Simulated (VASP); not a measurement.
Input of a VASP 6.6.1 run:

File INCAR:

```
SYSTEM = Nb5N
PREC = Accurate
ENCUT = 600
EDIFF = 1E-6
ISMEAR = 0
SIGMA = 0.2
LREAL = .FALSE.
LASPH = .TRUE.
NELM = 80
ALGO = Normal
ISIF = 3
LWAVE = .FALSE.
LCHARG = .FALSE.
GGA = PE
IBRION = 2
NSW = 36
EDIFFG = -0.08
```

Contents of KPOINTS:

```
regular mesh
0
G
  5 5 5
  0 0 0
```

Contents of POSCAR:

```
Nb5N
1.0
   -3.3000000000      3.3000000000      2.0750000000
    3.3000000000     -3.3000000000      2.0750000000
    3.3000000000      3.3000000000     -2.0750000000
Nb N
5 1
Direct
    0.0000000000      0.0000000000      0.0000000000
    0.2000000000      0.6000000000      0.8000000000
    0.4000000000      0.2000000000      0.6000000000
    0.8000000000      0.4000000000      0.2000000000
    0.6000000000      0.8000000000      0.4000000000
    0.5000000000      0.5000000000      0.0000000000
```

Potentials or basis: VASP PAW PBE potentials, release 64 (Nb_sv, N).

The run is started by

```console
$ cat potpaw_PBE.64/Nb_sv/POTCAR potpaw_PBE.64/N/POTCAR > POTCAR
$ mpirun -np 1 vasp_std > vasp.out
```

Q: What does it give for the band gap on the k mesh?

A: Zero (bands 35 and 36 overlap by 0.56 eV).

Q: What does it give for the relaxed volume?

A: 16.17 Å³/atom.

Forces in eV/Å, atoms in the order of the input:
```
Nb   0.000  0.000  0.000
Nb  -0.015  0.022  0.000
Nb   0.022  0.015  0.000
Nb   0.015 -0.022  0.000
Nb  -0.022 -0.015  0.000
N    0.000  0.000  0.000
```
